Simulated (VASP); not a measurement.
Si2Mo: single point with PBEsol

The system is Si2Mo.

```
Si Mo
1.0
    -3.19007    0.00000    0.00000
     0.00000   -3.19007    0.00000
     0.00000    0.00000   18.64277
Si Mo
8 4
Cartesian
  0.0000 0.0000 14.9980
  -1.5950 -1.5950 11.0873
  0.0000 0.0000 7.1766
  -1.5950 -1.5950 3.2659
  0.0000 0.0000 1.9353
  -1.5950 -1.5950 13.6674
  0.0000 0.0000 9.7567
  -1.5950 -1.5950 5.8460
  -1.5950 -1.5950 8.4666
  -3.1901 -3.1901 4.5560
  -1.5950 -1.5950 0.6453
  -3.1901 -3.1901 12.3773
```

This cell differs from its parent crystal: the distance across one plane changed.

* Program: VASP 6.6.1
* Task: single point
* Functional: PBEsol
* Potentials or basis: VASP PAW PBE potentials, release 64 (Si, Mo_sv)
* Cutoff: 520 eV
* k mesh: 15 × 15 × 3
* Occupations: gaussian, width 0.15 eV
* Spin: no spin polarisation
* Dipole correction: no
* Further INCAR settings: ALGO = Normal; EDIFF = 1e-07; NBANDS = 56

| Quantity | Value |
| --- | --- |
| Pressure | -3.4 GPa |
| Largest force | 1.510 eV/Å |
| Band gap on the k mesh | zero (bands 44 and 45 overlap by 0.90 eV) |

Forces on the atoms (eV/Å):
```
Si   0.000  0.000  0.290
Si   0.000  0.000 -0.140
Si   0.000  0.000 -0.095
Si   0.000  0.000 -0.742
Si   0.000  0.000 -1.189
Si   0.000  0.000  0.392
Si   0.000  0.000  0.000
Si   0.000  0.000  0.065
Mo   0.000  0.000 -0.008
Mo   0.000  0.000  0.093
Mo   0.000  0.000  1.510
Mo   0.000  0.000 -0.175
```

Stress tensor (GPa, compression positive):
```
-4.47  0.00  0.00
 0.00 -4.47  0.00
 0.00  0.00 -1.28
```

Levels at points of the mesh, in eV from the Fermi level:
```csv
k point,band 42,band 43,band 44,band 45,band 46,band 47
"(0.00, 0.00, 0.00)",0.44,0.44,0.60,0.65,0.69,1.34
```

Run time: 41 min on 1 thread of Intel Xeon 8259CL (shared host), peak memory 0.64 GiB.

Caveat: the cell differs from its parent crystal (the distance across one plane changed); the cell stands under tension; the PAW data sets were made with another functional, which shifts forces and pressure a little.
